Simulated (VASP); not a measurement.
# CdS (P1) in VASP: electric field gradients with PBEsol

Aim: the electric field gradients of CdS with PBEsol.

All numbers are computed with VASP 6.6.1; they aren't measurements. Logs are shortened: lines on timing, memory, paths and dates and some standing lists are left out, and cuts for length are marked.

## 1. The cell of the first run

The typed cell holds 4 atoms: a = 4.135 Å, b = 4.099 Å, c = 6.750 Å, α = 89.57°, β = 88.85°, γ = 119.13°.

## 2. Electric field gradients, PBEsol (equal xy, yz and zx shear strains of +2 %)

Contents of INCAR:

```
PREC = Accurate
ENCUT = 520
EDIFF = 1E-8
ISMEAR = -1
SIGMA = 0.01
LREAL = False
LASPH = True
NELM = 80
ALGO = Normal
ISIF = 2
LWAVE = False
LCHARG = False
GGA = PS
LEFG = True
NBANDS = 26
```

Contents of KPOINTS:

```
Automatic mesh
0
Gamma
  7 7 4
```

Contents of POSCAR:

```
CdS
1.0
    4.1347992034      0.0413479920      0.0413479920
   -2.0315911902      3.5601671537      0.0151344155
    0.0674900000      0.0674900000      6.7490000000
Cd S
2 2
Direct
    0.3333333333      0.6666666667      0.0000000000
    0.6666666667      0.3333333333      0.5000000000
    0.3333333333      0.6666666667      0.3850000000
    0.6666666667      0.3333333333      0.8850000000
```

Potentials or basis: VASP PAW PBE potentials, release 64 (Cd, S).

Run with:

```sh
> cat potpaw_PBE.64/Cd/POTCAR potpaw_PBE.64/S/POTCAR > POTCAR
> mpirun -np 1 vasp_std > vasp.out
```

OUTCAR:

```text
PREC = Accurate
   ENCUT = 520
   EDIFF = 1E-8
   ISMEAR = -1
   LREAL = False
   LASPH = True
   NELM = 80
   ISIF = 2
   GGA = PS

 ion  position               nearest neighbor table
   1  0.333  0.667  0.000-   4 2.49   4 2.50   4 2.55   3 2.60
   2  0.667  0.333  0.500-   3 2.50   3 2.51   3 2.53   4 2.60
   3  0.333  0.667  0.385-   2 2.50   2 2.51   2 2.53   1 2.60
   4  0.667  0.333  0.885-   1 2.49   1 2.50   1 2.55   2 2.60

  LATTYP: Found a triclinic cell.
 ALAT       =     4.1710413033
 B/A-ratio  =     0.9827452114
 C/A-ratio  =     1.6182229749
 COS(alpha) =     0.0074204947
 COS(beta)  =     0.0272158148
 COS(gamma) =     0.5000757388

  Lattice vectors:

 A1 = (   2.1032080132,   3.6015151457,   0.0564824075)
 A2 = (  -2.0315911902,   3.5601671537,   0.0151344155)
 A3 = (   0.0674900000,   0.0674900000,   6.7490000000)

Analysis of symmetry for initial positions (statically):
=====================================================================
 Subroutine PRICEL returns:
 Original cell was already a primitive cell.

 Routine SETGRP: Setting up the symmetry group for a
 triclinic supercell.

 Subroutine GETGRP returns: Found  1 space group operations
 (whereof  1 operations were pure point group operations)
 out of a pool of  2 trial point group operations.

The static configuration has the point symmetry C_1 .

Analysis of symmetry for dynamics (positions and initial velocities):
=====================================================================
 Subroutine PRICEL returns:
 Original cell was already a primitive cell.

 Routine SETGRP: Setting up the symmetry group for a
 triclinic supercell.

 Subroutine GETGRP returns: Found  1 space group operations
 (whereof  1 operations were pure point group operations)
 out of a pool of  2 trial point group operations.

The dynamic configuration has the point symmetry C_1 .

 Subroutine INISYM returns: Found  1 space group operations
 (whereof  1 operations are pure point group operations),
 and found     1 'primitive' translations

----------------------------------------------------------------------------------------

                                     Primitive cell

  volume of cell :      99.8963

  direct lattice vectors                    reciprocal lattice vectors
     4.134799203  0.041347992  0.041347992     0.240514845  0.137264626 -0.003777795
    -2.031591190  3.560167154  0.015134415    -0.002765538  0.279319304 -0.002765538
     0.067490000  0.067490000  6.749000000    -0.001467321 -0.001467321  0.148199446

  length of vectors
     4.135212663  4.099070868  6.749674866     0.276953498  0.279346685  0.148213973

  position of ions in fractional coordinates (direct lattice)
     0.333333333  0.666666667  0.000000000
     0.666666667  0.333333333  0.500000000
     0.333333333  0.666666667  0.385000000
     0.666666667  0.333333333  0.885000000

  ion indices of the primitive-cell ions
   primitive index   ion index
                 1           1
                 2           2
                 3           3
                 4           4

----------------------------------------------------------------------------------------

 KPOINTS: Automatic mesh

Automatic generation of k-mesh.
 Grid dimensions read from file:
 generate k-points for:    7    7    4

 Generating k-lattice:

  Cartesian coordinates                     Fractional coordinates (reciprocal lattice)
     0.034359264  0.019609232 -0.000539685     0.142857143  0.000000000 -0.000000000
    -0.000395077  0.039902758 -0.000395077     0.000000000  0.142857143  0.000000000
    -0.000366830 -0.000366830  0.037049861     0.000000000  0.000000000  0.250000000

  Length of vectors
     0.039564785  0.039906669  0.037053493

  Shift w.r.t. Gamma in fractional coordinates (k-lattice)
     0.000000000  0.000000000  0.000000000

 Subroutine IBZKPT returns following result:
 ===========================================

 Found     99 irreducible k-points:

 Following reciprocal coordinates:
            Coordinates               Weight
  0.000000  0.000000  0.000000      1.000000
  0.142857  0.000000 -0.000000      2.000000
  0.285714  0.000000  0.000000      2.000000
  0.428571  0.000000 -0.000000      2.000000
 -0.000000  0.142857 -0.000000      2.000000
  0.142857  0.142857  0.000000      2.000000
[... 16 lines left out ...]
 -0.428571  0.428571  0.000000      2.000000
 -0.285714  0.428571  0.000000      2.000000
 [... further k-points ...]
   k-points           NKPTS =     99   k-points in BZ     NKDIM =     99   number of bands    NBANDS=     26
   number of dos      NEDOS =    301   number of ions     NIONS =      4
   total plane-waves  NPLWV =  48000
   dimension x,y,z NGX =    32 NGY =   30 NGZ =   50
   dimension x,y,z NGXF=    64 NGYF=   60 NGZF=  100
   ions per type =               2   2
   NGX,Y,Z   is equivalent  to a cutoff of  12.86, 12.17, 12.32 a.u.
   NGXF,Y,Z  is equivalent  to a cutoff of  25.73, 24.33, 24.63 a.u.
 SYSTEM =  unknown system
   PREC   = accura    normal or accurate (medium, high low for compatibility)
   ISTART =      0    job   : 0-new  1-cont  2-samecut
   ICHARG =      2    charge: 1-file 2-atom 10-const
   ISPIN  =      1    spin polarized calculation?
   LNONCOLLINEAR =      F non collinear calculations
   LSORBIT =      F    spin-orbit coupling
   LASPH  =      T    aspherical Exc in radial PAW
   ENCUT  =  520.0 eV  38.22 Ry    6.18 a.u.   7.69  7.62 12.55*2*pi/ulx,y,z
   NELM   =     80;   NELMIN=  2; NELMDL= -5     # of ELM steps
   EDIFF  = 0.1E-07   stopping-criterion for ELM
   LREAL  =      F    real-space projection
   EDIFFG = 0.1E-06   stopping-criterion for IOM
   NSW    =      0    number of steps for IOM
   IBRION =     -1    ionic relax: 0-MD 1-quasi-New 2-CG
   NFREE  =      0    steps in history (QN), initial steepest desc. (CG)
   ISIF   =      2    stress and relaxation
   ISYM   =      2    0-nonsym 1-usesym 2-fastsym
   POTIM  = 0.5000    time-step for ionic-motion
   TEBEG  =    0.0;   TEEND  =   0.0 temperature during run
   PSTRESS=    0.0 pullay stress
   NELECT =      36.0000    total number of electrons
   NUPDOWN=      -1.0000    fix difference up-down
   EMIN   =  10.00;   EMAX   =-10.00  energy-range for DOS
   EFERMI =   0.00;   METHOD = LEGACY
   ISMEAR =    -1;   SIGMA  =   0.01  broadening in eV -4-tet -1-fermi 0-gaus
   EFERMI_NEDOS =   21; number of points for ismear=-14 and -15
   IALGO  =     38    algorithm
   IMIX   =      4    mixing-type and parameters
     AMIX     =   0.40;   BMIX     =  1.00
     AMIX_MAG =   1.60;   BMIX_MAG =  1.00
  volume/ion in A,a.u.               =      24.97       168.53
  Fermi-wavevector in a.u.,A,eV,Ry     =   1.165000  2.201530 18.466160  1.357224
  Thomas-Fermi vector in A             =   2.301531
   LORBIT       =      0    0 simple, 1 ext, 2 COOP (PROOUT), +10 PAW based schemes
   GGA     = PS    functional components
   LHFCALC =     F    Hartree Fock is set to
   AEXX    =    0.0000 exact exchange contribution
   IVDW    =     0    specifies the selected vdW correction
   LEPSILON=     F    determine dielectric tensor
   LRPA    =     F    only Hartree local field effects (RPA)
 non-spin polarized calculation
  energy-cutoff  :      520.00
  volume of cell :       99.90
 maximum number of plane-waves:      2711
   NGX = 15   NGY = 15   NGZ = 25

 number of electron      35.9999993 magnetization

 Free energy of the ion-electron system (eV)
  ---------------------------------------------------
  ext. energy  EPLUGINS =         0.00000000
  ---------------------------------------------------
  free energy    TOTEN  =       -13.60466587 eV

  energy without entropy =      -13.60466587  energy(sigma->0) =      -13.60466587

 E-fermi :   1.4236     XC(G=0):  -9.3376

 val. band max:        1.1775037846   @ k =   0.0000   0.0000   0.0000
 cond. band min:       2.2351874168   @ k =   0.0000   0.0000   0.0000
 fundamental gap:      1.0576836322
 Fermi energy:         1.4235831692

 k-point     1 :       0.0000    0.0000    0.0000
  band No.  band energies     occupation
      1     -11.1999      2.00000
      2     -10.7758      2.00000
      3      -6.5637      2.00000
      4      -6.5526      2.00000
      5      -6.4963      2.00000
      6      -6.4852      2.00000
[... 18 lines left out ...]
     25       8.7070      0.00000
     26       8.7485      0.00000

 k-point     2 :       0.1429    0.0000   -0.0000
  band No.  band energies     occupation
      1     -11.1279      2.00000
      2     -10.7422      2.00000
      3      -6.5318      2.00000
      4      -6.5171      2.00000
      5      -6.4622      2.00000
      6      -6.4453      2.00000
[... 18 lines left out ...]
     25       8.5109      0.00000
     26       9.1334      0.00000

 k-point     3 :       0.2857    0.0000    0.0000
  band No.  band energies     occupation
      1     -10.9570      2.00000
      2     -10.6743      2.00000
      3      -6.4682      2.00000
      4      -6.4584      2.00000
      5      -6.3525      2.00000
      6      -6.3173      2.00000
[... 18 lines left out ...]
     25       9.1389      0.00000
     26       9.5744      0.00000

 k-point     4 :       0.4286    0.0000   -0.0000
  band No.  band energies     occupation
      1     -10.8018      2.00000
      2     -10.6369      2.00000
      3      -6.4354      2.00000
      4      -6.4297      2.00000
      5      -6.2785      2.00000
      6      -6.2177      2.00000
[... 18 lines left out ...]
     25       9.4844      0.00000
     26      10.6459      0.00000
[... 496 lines left out ...]
      1     -10.7316      2.00000
      2     -10.6324      2.00000
      3      -6.4307      2.00000
      4      -6.3685      2.00000
      5      -6.2456      2.00000
      6      -6.2075      2.00000
[... 18 lines left out ...]
     25       9.8944      0.00000
     26      10.6738      0.00000

 k-point    23 :      -0.4286    0.4286    0.0000
  band No.  band energies     occupation
      1     -10.7830      2.00000
      2     -10.6310      2.00000
      3      -6.4158      2.00000
      4      -6.4080      2.00000
      5      -6.2540      2.00000
      6      -6.2284      2.00000
[... 18 lines left out ...]
     25       9.5145      0.00000
     26      10.8074      0.00000

 k-point    24 :      -0.2857    0.4286    0.0000
  band No.  band energies     occupation
      1     -10.8239      2.00000
      2     -10.6369      2.00000
      3      -6.4358      2.00000
      4      -6.3853      2.00000
      5      -6.2903      2.00000
      6      -6.2679      2.00000
[... 18 lines left out ...]
     25       9.0109      0.00000
     26      10.1278      0.00000

 [... further k-points ...]

------------------------ aborting loop because EDIFF is reached ----------------------------------------

  FORCE on cell =-STRESS in cart. coord.  units (eV):
  Direction    XX          YY          ZZ          XY          YZ          ZX
  --------------------------------------------------------------------------------------
  -------------------------------------------------------------------------------------
  Total        0.3761164      0.3630459     -0.9745247     -0.5282835     -0.2956948     -0.2963649
  in kB        6.0323066      5.8226756    -15.6298192     -8.4728228     -4.7424721     -4.7532198
  external PRESSURE =      -1.2582790 kB  Pullay stress =       0.0000000 kB

 VOLUME and BASIS-vectors are now :
 -----------------------------------------------------------------------------
  energy-cutoff  :      520.00
  volume of cell :       99.90
      direct lattice vectors                 reciprocal lattice vectors
     4.134799203  0.041347992  0.041347992     0.240514845  0.137264626 -0.003777795
    -2.031591190  3.560167154  0.015134415    -0.002765538  0.279319304 -0.002765538
     0.067490000  0.067490000  6.749000000    -0.001467321 -0.001467321  0.148199446

 POSITION                                       TOTAL-FORCE (eV/Angst)
 -----------------------------------------------------------------------------------
      0.02387      2.38723      0.02387        -0.192159     -0.070103      0.261714
      2.11308      1.24803      3.40711         0.043761     -0.077379      0.255625
      0.04986      2.41321      2.62224        -0.066456      0.077507     -0.253813
      2.13906      1.27402      6.00548         0.214854      0.069975     -0.263526
 -----------------------------------------------------------------------------------
    total drift:                               -0.000123     -0.000080     -0.000496

  FREE ENERGIE OF THE ION-ELECTRON SYSTEM (eV)
  ---------------------------------------------------
  free  energy   TOTEN  =       -13.6046658670 eV

  energy  without entropy=      -13.6046658670  energy(sigma->0) =      -13.60466587

 Electric field gradients (V/A^2)
---------------------------------------------------------------------
 ion       V_xx      V_yy      V_zz      V_xy      V_xz      V_yz
---------------------------------------------------------------------
   1     -10.630   -24.915    35.545    13.494     7.056    -0.106
   2     -24.871   -10.362    35.233    -0.902    -7.090     0.064
   3       4.005     2.668    -6.674     3.346     4.283     2.890
   4       2.776     3.825    -6.601     2.154     1.489     2.877
---------------------------------------------------------------------

 Electric field gradients after diagonalization (V/A^2)
 (convention: |V_zz| > |V_xx| > |V_yy|)
----------------------------------------------------------------------
 ion       V_xx      V_yy      V_zz     asymmetry (V_yy - V_xx)/ V_zz
----------------------------------------------------------------------
   1     -33.246    -3.415    36.661       0.814
   2     -25.747   -10.311    36.058       0.428
   3      -8.443    -0.053     8.496       0.988
   4       6.306     1.120    -7.427       0.698
----------------------------------------------------------------------

           NMR quadrupolar parameters

 Cq : quadrupolar parameter    Cq=e*Q*V_zz/h
 eta: asymmetry parameters     (V_yy - V_xx)/ V_zz
 Q  : nuclear electric quadrupole moment in mb (millibarn)
----------------------------------------------------------------------
 ion       Cq(MHz)       eta       Q (mb)
----------------------------------------------------------------------
   1       0.089       0.814       1.000
   2       0.087       0.428       1.000
   3       0.021       0.988       1.000
   4      -0.018       0.698       1.000
----------------------------------------------------------------------
```

Run time: 5.6 min. Hardware: 1 thread of Intel Xeon 8259CL, shared host; peak memory 0.35 GiB.

What came out:

```yaml
Free_energy: -13.6047 eV
Pressure: -0.1 GPa
Largest_force: 0.347 eV/Å
Band_gap_on_the_k_mesh: 1.06 eV
Largest_electric_field_gradient_by_atom: Cd +36.7, +36.1; S +8.5, -7.4 V/Å²
```

Forces on the atoms (eV/Å):
```
Cd  -0.192 -0.070  0.262
Cd   0.044 -0.077  0.256
S   -0.066  0.078 -0.254
S    0.215  0.070 -0.264
```

Levels at points of the mesh, in eV from the valence-band top:
```csv
k point,band 15,band 16,band 17,band 18,band 19,band 20,band 21,band 22
"(0.00, 0.00, 0.00)",-0.71,-0.11,-0.02,0.00,1.06,2.57,6.27,6.45
"(0.00, 0.00, 0.50)",-0.45,-0.42,-0.38,-0.35,2.67,2.68,5.97,5.98
```

Electric field gradients, principal values (V/Å²):
| atom | least | middle | greatest (by size) |
| --- | --- | --- | --- |
| 1 Cd | -3.415 | -33.246 | 36.661 |
| 2 Cd | -10.311 | -25.747 | 36.058 |
| 3 S | -0.053 | -8.443 | 8.496 |
| 4 S | 1.120 | 6.306 | -7.427 |

Caveat: the cell differs from its parent crystal (equal xy, yz and zx shear strains of +2 %); without QUAD_EFG the Cq values of the log hold for a quadrupole moment of 1 mb, not for the nuclei; the PAW data sets were made with another functional, which shifts forces and pressure a little.
